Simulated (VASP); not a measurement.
# Te in VASP: a series of runs

Te is run at these levels: PBE; tasks: single point.

All numbers are computed with VASP 6.6.1; they aren't measurements. Logs are shortened: lines on timing, memory, paths and dates and some standing lists are left out, and cuts for length are marked.

### 1 The cell of the first run

The cell holds a sheet with vacuum, 3 atoms: a = 6.045 Å, b = 6.045 Å, c = 23.800 Å, α = 90.00°, β = 90.00°, γ = 120.00°.

### 2 Single point, PBE

INCAR reads:

```
SYSTEM = Te
PREC     = Accurate       ! precision mode
ENCUT    = 520            ! plane-wave cutoff, eV
EDIFF    = 1E-7           ! SCF threshold, eV
ISMEAR   = 0              ! smearing method
SIGMA    = 0.02           ! smearing width, eV
LREAL    = .FALSE.        ! projectors in reciprocal space
LASPH    = .TRUE.         ! aspherical terms in the spheres
NELM     = 100            ! most SCF steps
ALGO     = Normal         ! electronic algorithm
ISIF     = 2              ! what is computed and relaxed
LWAVE    = .FALSE.        ! write WAVECAR
LCHARG   = .FALSE.        ! write CHGCAR
LDIPOL   = .TRUE.       
IDIPOL   = 3            
DIPOL    = 0.5 0.5 0.294
GGA      = PE             ! functional
NBANDS   = 16             ! bands
```

KPOINTS reads:

```
Automatic mesh
0
G
  6 6 1
  0 0 0
```

POSCAR reads:

```
Te
1.0
    6.0447729733      0.0000000000      0.0000000000
   -3.0223864866      5.2349269550      0.0000000000
    0.0000000000      0.0000000000     23.8000000000
Te
3
Direct
    0.5000000000      0.0000000000      0.2941176471
    0.0000000000      0.5000000000      0.2941176471
    0.5000000000      0.5000000000      0.2941176471
```

Potentials or basis: VASP PAW PBE potentials, release 64 (Te).

Launch:

```console
$ cat potpaw_PBE.64/Te/POTCAR > POTCAR
$ mpirun -np 1 vasp_std > vasp.out
```

OUTCAR:

```text
SYSTEM = Te
   PREC = Accurate
   ENCUT = 520
   EDIFF = 1E-7
   ISMEAR = 0
   LREAL = .FALSE.
   LASPH = .TRUE.
   NELM = 100
   ISIF = 2
   GGA = PE

 ion  position               nearest neighbor table
   1  0.500  0.000  0.294-   3 3.02   3 3.02   2 3.02   2 3.02
   2  0.000  0.500  0.294-   3 3.02   3 3.02   1 3.02   1 3.02
   3  0.500  0.500  0.294-   1 3.02   1 3.02   2 3.02   2 3.02

  LATTYP: Found a hexagonal cell.
 ALAT       =     6.0447729733
 C/A-ratio  =     3.9372859998

  Lattice vectors:

 A1 = (   6.0447729733,   0.0000000000,   0.0000000000)
 A2 = (  -3.0223864866,   5.2349269550,   0.0000000000)
 A3 = (   0.0000000000,   0.0000000000,  23.8000000000)

Analysis of symmetry for initial positions (statically):
=====================================================================
 Subroutine PRICEL returns:
 Original cell was already a primitive cell.

 Routine SETGRP: Setting up the symmetry group for a
 hexagonal supercell.

 Subroutine GETGRP returns: Found 24 space group operations
 (whereof 12 operations were pure point group operations)
 out of a pool of 24 trial point group operations.

The static configuration has the point symmetry C_6v.
 The point group associated with its full space group is D_6h.

Analysis of symmetry for dynamics (positions and initial velocities):
=====================================================================
 Subroutine PRICEL returns:
 Original cell was already a primitive cell.

 Routine SETGRP: Setting up the symmetry group for a
 hexagonal supercell.

 Subroutine GETGRP returns: Found 24 space group operations
 (whereof 12 operations were pure point group operations)
 out of a pool of 24 trial point group operations.

The dynamic configuration has the point symmetry C_6v.
 The point group associated with its full space group is D_6h.

 Subroutine INISYM returns: Found 24 space group operations
 (whereof 12 operations are pure point group operations),
 and found     1 'primitive' translations

----------------------------------------------------------------------------------------

                                     Primitive cell

  volume of cell :     753.1259

  direct lattice vectors                    reciprocal lattice vectors
     6.044772973  0.000000000  0.000000000     0.165432185  0.095512316  0.000000000
    -3.022386487  5.234926955  0.000000000     0.000000000  0.191024633  0.000000000
     0.000000000  0.000000000 23.800000000     0.000000000  0.000000000  0.042016807

  length of vectors
     6.044772973  6.044772973 23.800000000     0.191024633  0.191024633  0.042016807

  position of ions in fractional coordinates (direct lattice)
     0.500000000  0.000000000  0.294117647
     0.000000000  0.500000000  0.294117647
     0.500000000  0.500000000  0.294117647

  ion indices of the primitive-cell ions
   primitive index   ion index
                 1           1
                 2           2
                 3           3

----------------------------------------------------------------------------------------

 KPOINTS: Automatic mesh

Automatic generation of k-mesh.
 Grid dimensions read from file:
 generate k-points for:    6    6    1

 Generating k-lattice:

  Cartesian coordinates                     Fractional coordinates (reciprocal lattice)
     0.027572031  0.015918719  0.000000000     0.166666667  0.000000000  0.000000000
     0.000000000  0.031837439  0.000000000     0.000000000  0.166666667  0.000000000
     0.000000000  0.000000000  0.042016807     0.000000000  0.000000000  1.000000000

  Length of vectors
     0.031837439  0.031837439  0.042016807

  Shift w.r.t. Gamma in fractional coordinates (k-lattice)
     0.000000000  0.000000000  0.000000000

 Subroutine IBZKPT returns following result:
 ===========================================

 Found      7 irreducible k-points:

 Following reciprocal coordinates:
            Coordinates               Weight
  0.000000  0.000000  0.000000      1.000000
  0.166667 -0.000000  0.000000      6.000000
  0.333333  0.000000  0.000000      6.000000
  0.500000 -0.000000  0.000000      3.000000
  0.166667  0.166667  0.000000      6.000000
  0.333333  0.166667  0.000000     12.000000
  0.333333  0.333333  0.000000      2.000000
   k-points           NKPTS =      7   k-points in BZ     NKDIM =      7   number of bands    NBANDS=     16
   number of dos      NEDOS =    301   number of ions     NIONS =      3
   total plane-waves  NPLWV = 414720
   dimension x,y,z NGX =    48 NGY =   48 NGZ =  180
   dimension x,y,z NGXF=    96 NGYF=   96 NGZF=  360
   ions per type =               3
   NGX,Y,Z   is equivalent  to a cutoff of  13.20, 13.20, 12.57 a.u.
   NGXF,Y,Z  is equivalent  to a cutoff of  26.40, 26.40, 25.15 a.u.
 SYSTEM =  Te
   PREC   = accura    normal or accurate (medium, high low for compatibility)
   ISTART =      0    job   : 0-new  1-cont  2-samecut
   ICHARG =      2    charge: 1-file 2-atom 10-const
   ISPIN  =      1    spin polarized calculation?
   LNONCOLLINEAR =      F non collinear calculations
   LSORBIT =      F    spin-orbit coupling
   LASPH  =      T    aspherical Exc in radial PAW
   ENCUT  =  520.0 eV  38.22 Ry    6.18 a.u.  11.24 11.24 44.25*2*pi/ulx,y,z
   NELM   =    100;   NELMIN=  2; NELMDL= -5     # of ELM steps
   EDIFF  = 0.1E-06   stopping-criterion for ELM
   LREAL  =      F    real-space projection
   EDIFFG = 0.1E-05   stopping-criterion for IOM
   NSW    =      0    number of steps for IOM
   IBRION =     -1    ionic relax: 0-MD 1-quasi-New 2-CG
   NFREE  =      0    steps in history (QN), initial steepest desc. (CG)
   ISIF   =      2    stress and relaxation
   ISYM   =      2    0-nonsym 1-usesym 2-fastsym
   POTIM  = 0.5000    time-step for ionic-motion
   TEBEG  =    0.0;   TEEND  =   0.0 temperature during run
   PSTRESS=    0.0 pullay stress
   NELECT =      18.0000    total number of electrons
   NUPDOWN=      -1.0000    fix difference up-down
   EMIN   =  10.00;   EMAX   =-10.00  energy-range for DOS
   EFERMI =   0.00;   METHOD = LEGACY
   ISMEAR =     0;   SIGMA  =   0.02  broadening in eV -4-tet -1-fermi 0-gaus
   EFERMI_NEDOS =   21; number of points for ismear=-14 and -15
   IALGO  =     38    algorithm
   IMIX   =      4    mixing-type and parameters
     AMIX     =   0.40;   BMIX     =  1.00
     AMIX_MAG =   1.60;   BMIX_MAG =  1.00
  volume/ion in A,a.u.               =     251.04      1694.11
  Fermi-wavevector in a.u.,A,eV,Ry     =   0.471567  0.891132  3.025598  0.222375
  Thomas-Fermi vector in A             =   1.464284
   LORBIT       =      0    0 simple, 1 ext, 2 COOP (PROOUT), +10 PAW based schemes
   GGA     = PE    functional components
   LHFCALC =     F    Hartree Fock is set to
   AEXX    =    0.0000 exact exchange contribution
   IVDW    =     0    specifies the selected vdW correction
   LEPSILON=     F    determine dielectric tensor
   LRPA    =     F    only Hartree local field effects (RPA)
 non-spin polarized calculation
 Gauss-broadening in eV      SIGMA  =   0.02
  energy-cutoff  :      520.00
  volume of cell :      753.13
 maximum number of plane-waves:     20301
 NGX is ok and might be reduce to    48
   NGX = 23   NGY = 23   NGZ = 89

 number of electron      18.0000001 magnetization

 dipolmoment           0.000000      0.000000     -0.000001 electrons x Angstroem

 Free energy of the ion-electron system (eV)
  ---------------------------------------------------
  ext. energy  EPLUGINS =         0.00000000
  ---------------------------------------------------
  free energy    TOTEN  =        -8.32942454 eV

  energy without entropy =       -8.32595656  energy(sigma->0) =       -8.32769055

 E-fermi :  -3.8077     XC(G=0):  -1.7079

 val. band max:       -3.8183176609   @ k =   0.5000  -0.0000   0.0000
 cond. band min:      -3.7995601238   @ k =   0.1667   0.1667   0.0000
 fundamental gap:      0.0187575371
 Fermi energy:        -3.8076734821

 k-point     1 :       0.0000    0.0000    0.0000
  band No.  band energies     occupation
      1     -16.5251      2.00000
      2     -13.0684      2.00000
      3     -13.0684      2.00000
      4      -9.8050      2.00000
      5      -7.2544      2.00000
      6      -7.2544      2.00000
[... 8 lines left out ...]
     15       1.1885      0.00000
     16       1.2192      0.00000

 k-point     2 :       0.1667   -0.0000    0.0000
  band No.  band energies     occupation
      1     -16.4080      2.00000
      2     -13.5478      2.00000
      3     -13.1127      2.00000
      4      -9.2177      2.00000
      5      -7.1619      2.00000
      6      -6.9270      2.00000
[... 8 lines left out ...]
     15       1.3046      0.00000
     16       1.6116      0.00000

 k-point     3 :       0.3333    0.0000    0.0000
  band No.  band energies     occupation
      1     -16.0809      2.00000
      2     -14.3841      2.00000
      3     -13.1962      2.00000
      4      -8.4167      2.00000
      5      -6.4713      2.00000
      6      -6.2344      2.00000
[... 8 lines left out ...]
     15       1.5887      0.00000
     16       2.0328      0.00000

 k-point     4 :       0.5000   -0.0000    0.0000
  band No.  band energies     occupation
      1     -15.7802      2.00000
      2     -14.8838      2.00000
      3     -13.2358      2.00000
      4      -8.2243      2.00000
      5      -5.9377      2.00000
      6      -5.1232      2.00000
[... 8 lines left out ...]
     15       1.5906      0.00000
     16       2.5318      0.00000

 k-point     5 :       0.1667    0.1667    0.0000
  band No.  band energies     occupation
      1     -16.1820      2.00000
      2     -14.1605      2.00000
      3     -13.1965      2.00000
      4      -8.4517      2.00000
      5      -7.0440      2.00000
      6      -6.3347      2.00000
[... 8 lines left out ...]
     15       1.5217      0.00000
     16       2.0022      0.00000

 k-point     6 :       0.3333    0.1667    0.0000
  band No.  band energies     occupation
      1     -15.7908      2.00000
      2     -14.8497      2.00000
      3     -13.2844      2.00000
      4      -7.8296      2.00000
      5      -6.3538      2.00000
      6      -5.9505      2.00000
[... 8 lines left out ...]
     15       2.0294      0.00000
     16       2.4220      0.00000

 k-point     7 :       0.3333    0.3333    0.0000
  band No.  band energies     occupation
      1     -15.3549      2.00000
      2     -15.3549      2.00000
      3     -13.3508      2.00000
      4      -6.7146      2.00000
      5      -6.7146      2.00000
      6      -5.9937      2.00000
[... 8 lines left out ...]
     15       1.9566      0.00000
     16       2.2327      0.00000

------------------------ aborting loop because EDIFF is reached ----------------------------------------

 vacuum level on the upper side and lower side of the slab       (xc-potential included)        -0.063        -0.064

  FORCE on cell =-STRESS in cart. coord.  units (eV):
  Direction    XX          YY          ZZ          XY          YZ          ZX
  --------------------------------------------------------------------------------------
  -------------------------------------------------------------------------------------
  Total       -0.0299029     -0.0299029     -0.0017909     -0.0000000      0.0000000     -0.0000000
  in kB       -0.0636145     -0.0636145     -0.0038100     -0.0000000      0.0000000     -0.0000000
  external PRESSURE =      -0.0436797 kB  Pullay stress =       0.0000000 kB

 VOLUME and BASIS-vectors are now :
 -----------------------------------------------------------------------------
  energy-cutoff  :      520.00
  volume of cell :      753.13
      direct lattice vectors                 reciprocal lattice vectors
     6.044772973  0.000000000  0.000000000     0.165432185  0.095512316  0.000000000
    -3.022386487  5.234926955  0.000000000     0.000000000  0.191024633  0.000000000
     0.000000000  0.000000000 23.800000000     0.000000000  0.000000000  0.042016807

 POSITION                                       TOTAL-FORCE (eV/Angst)
 -----------------------------------------------------------------------------------
      3.02239      0.00000      7.00000        -0.000000     -0.000000      0.000000
     -1.51119      2.61746      7.00000         0.000000     -0.000000      0.000000
      1.51119      2.61746      7.00000        -0.000000      0.000000     -0.000000
 -----------------------------------------------------------------------------------
    total drift:                                0.000000      0.000000      0.000001

  FREE ENERGIE OF THE ION-ELECTRON SYSTEM (eV)
  ---------------------------------------------------
  free  energy   TOTEN  =        -8.3294245359 eV

  energy  without entropy=       -8.3259565606  energy(sigma->0) =       -8.32769055

 vacuum level on the upper side and lower side of the slab         1.402         1.402
```

It took 2.2 min on 1 thread of Intel Xeon Platinum 8488C (Sapphire Rapids), shared host; peak memory 0.79 GiB.

What came out:

| Quantity | Value |
| --- | --- |
| Free energy | -8.3294 eV |
| Band gap on the k mesh | zero (band 9 reaches -3.72 eV, above the bottom of band 10 at -4.62 eV) |

Levels at points of the mesh, in eV from the Fermi level:
| k point | band 6 | band 7 | band 8 | band 9 | band 10 | band 11 |
| --- | --- | --- | --- | --- | --- | --- |
| (0.00, 0.00, 0.00) | -3.45 | -2.87 | 0.09 | 0.09 | 3.20 | 3.44 |
| (0.50, 0.00, 0.00) | -1.32 | -1.01 | -1.00 | -0.84 | -0.81 | -0.01 |

Caveat: spin-orbit coupling is left out, which moves the levels of the heavy elements.

### 3 Single point, PBE

This run uses another cell than the first one, of 242.55 Å³/atom, 0.966 times its volume.

INCAR reads:

```
SYSTEM = Te
PREC = Accurate
ENCUT = 520
EDIFF = 1E-6
ISMEAR = 0
SIGMA = 0.02
LREAL = .False.
LASPH = .True.
NELM = 100
ALGO = Normal
ISIF = 2
LWAVE = .False.
LCHARG = .True.
LDIPOL = .True.
IDIPOL = 3
DIPOL = 0.5 0.5 0.294
GGA = PE
LELF = .True.
LVHAR = .True.
LVACPOTAV = .True.
NBANDS = 16
```

KPOINTS reads:

```
regular mesh
0
Gamma
  6 6 1
  0 0 0
```

POSCAR reads:

```
Te
1.0
    5.9416698222      0.0000000000      0.0000000000
   -2.9708349111      5.1456370070      0.0000000000
    0.0000000000      0.0000000000     23.8000000000
Te
3
Direct
    0.5000000000      0.0000000000      0.2941176471
    0.0000000000      0.5000000000      0.2941176471
    0.5000000000      0.5000000000      0.2941176471
```

Potentials or basis: VASP PAW PBE potentials, release 64 (Te).

Launch:

```console
$ cat potpaw_PBE.64/Te/POTCAR > POTCAR
$ mpirun -np 1 vasp_std > vasp.out
```

Run time: 2 min. Hardware: 1 thread of Intel Xeon Platinum 8488C (Sapphire Rapids), shared host; peak memory 0.74 GiB.

The run converged. Its results:

* Free energy: -8.2944 eV
* Band gap on the k mesh: zero (band 9 reaches -3.58 eV, above the bottom of band 10 at -4.50 eV)
* Work function of the upper face: 5.17 eV
* Work function of the lower face: 5.17 eV

Levels at points of the mesh, in eV from the Fermi level:
| k point | band 4 | band 5 | band 6 | band 7 | band 8 | band 9 | band 10 | band 11 | band 12 | band 13 |
| --- | --- | --- | --- | --- | --- | --- | --- | --- | --- | --- |
| (0.00, 0.00, 0.00) | -6.31 | -3.63 | -3.63 | -3.08 | 0.10 | 0.10 | 3.31 | 3.49 | 4.25 | 4.65 |
| (0.50, 0.00, 0.00) | -4.64 | -2.29 | -1.43 | -1.00 | -0.93 | -0.84 | -0.81 | -0.01 | 4.44 | 5.09 |

Caveat: spin-orbit coupling is left out, which moves the levels of the heavy elements.

### 4 Single point, PBE

This run uses another cell than the first one, of 253.34 Å³/atom, 1.009 times its volume.

INCAR reads:

```
PREC = Accurate
ENCUT = 520
EDIFF = 1E-7
ISMEAR = 0
SIGMA = 0.1
LREAL = False
LASPH = True
NELM = 100
ALGO = Normal
ISIF = 2
LWAVE = False
LCHARG = True
LDIPOL = True
IDIPOL = 3
DIPOL = 0.5 0.5 0.294
GGA = PE
LELF = True
LVHAR = True
LVACPOTAV = True
NBANDS = 16
```

KPOINTS reads:

```
Automatic mesh
0
Gamma
  12 12 1
```

POSCAR reads:

```
Te
1.0
    6.0724024341      0.0000000000      0.0000000000
   -3.0362012170      5.2588547699      0.0000000000
    0.0000000000      0.0000000000     23.8000000000
Te
3
Direct
    0.5000000000      0.0000000000      0.2941176471
    0.0000000000      0.5000000000      0.2941176471
    0.5000000000      0.5000000000      0.2941176471
```

Launch:

```console
$ cat potpaw_PBE.64/Te/POTCAR > POTCAR
$ mpirun -np 1 vasp_std > vasp.out
```

Wall time 5 min (1 thread of Intel Xeon Platinum 8488C (Sapphire Rapids), shared host); peak memory 0.83 GiB.

Results (log left out):

```yaml
Free_energy: -8.1562 eV
Band_gap_on_the_k_mesh: zero (band 9 reaches -3.74 eV, above the bottom of band 10 at -4.63 eV)
Work_function_of_the_upper_face: 5.27 eV
Work_function_of_the_lower_face: 5.27 eV
```

Levels at points of the mesh, in eV from the Fermi level:
| k point | band 5 | band 6 | band 7 | band 8 | band 9 | band 10 | band 11 | band 12 | band 13 | band 14 |
| --- | --- | --- | --- | --- | --- | --- | --- | --- | --- | --- |
| (0.00, 0.00, 0.00) | -3.39 | -3.39 | -2.81 | 0.09 | 0.09 | 3.14 | 3.48 | 4.25 | 4.25 | 4.40 |
| (0.50, 0.00, 0.00) | -2.09 | -1.28 | -1.00 | -1.00 | -0.83 | -0.80 | -0.01 | 4.03 | 5.18 | 5.32 |

Caveat: spin-orbit coupling is left out, which moves the levels of the heavy elements.

[end of part 1 of 2]
